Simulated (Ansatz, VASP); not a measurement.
Two plane-wave programs on SiO2

```
CELL_PARAMETERS angstrom
0.00000 4.71626 7.36278
2.35958 0.00000 7.36278
2.35958 4.71626 0.00000
ATOMIC_POSITIONS crystal
Si 0.56323 0.56323 0.93677
Si 0.31323 0.31323 0.68677
Si 0.68677 0.68677 0.31323
Si 0.93677 0.93677 0.56323
O 0.62500 0.12500 0.62500
O 0.62500 0.62500 0.12500
O 0.62500 0.62500 0.62500
O 0.12500 0.62500 0.62500
O 0.18656 0.81344 0.18656
O 0.81344 0.18656 0.81344
O 0.43656 0.06344 0.43656
O 0.06344 0.43656 0.06344
```

Alike in both runs: task electric field gradients; functional r2SCAN; k mesh 5 × 5 × 5; occupations fermi-dirac, width 0.02 eV; no spin polarisation.

|  | VASP | Ansatz |
| --- | --- | --- |
| version | VASP 6.6.1 | Ansatz 0.2.0 |
| potentials or method | VASP PAW PBE potentials, release 64 (Si, O) | plane-wave PAW, scalar-relativistic |
| plane-wave cutoff (eV) | 520 | 500 |
| valence electrons in the cell | 64 | 64 |

```csv
,VASP,Ansatz,Ansatz less VASP
gap on the k mesh at the Fermi level (eV),6.40,6.39,-0.001
pressure (GPa),0.3,0.1,-0.18
"traceless stress, the component that is largest in VASP (GPa)",-0.07,-0.19,-0.120
rms of the force components (eV/Å),0.012,0.023,+0.0113
size of Vzz on the site where it differs most (V/Å²),94.7,100.8,+6.08
```

VASP's potentials were made for PBE, not for r2SCAN. Atom by atom the forces differ by 0.014 eV/Å (rms over components).
